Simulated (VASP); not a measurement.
A run of VASP 6.6.1 is set up as follows.

The input INCAR:

```
SYSTEM = Br
  PREC = Accurate
  ENCUT = 520
  EDIFF = 1E-6
  ISMEAR = -1
  SIGMA = 0.1
  LREAL = .FALSE.
  LASPH = .TRUE.
  NELM = 80
  ALGO = Normal
  ISIF = 2
  LWAVE = .FALSE.
  LCHARG = .TRUE.
  GGA = PE
  LELF = .TRUE.
  LVHAR = .TRUE.
  NBANDS = 10
```

Contents of KPOINTS:

```
Automatic mesh
0
G
  15 15 14
  0 0 0
```

The input POSCAR:

```
Br
1.0
    3.7840996312      0.0000000000      0.0000000000
   -1.8920498156      3.2771264111      0.0000000000
    0.0000000000      0.0000000000      2.5900834651
Br
1
Direct
    0.0000000000      0.0000000000      0.0000000000
```

Potentials or basis: VASP PAW PBE potentials, release 64 (Br).

Run with:

```bash
$ cat potpaw_PBE.64/Br/POTCAR > POTCAR
$ mpirun -np 1 vasp_std > vasp.out
```

Task: Predict the pressure.

Result: 0.9 GPa.

Caveat: an odd number of electrons without spin polarisation forces a metal; a magnetic or distorted state may lie lower.
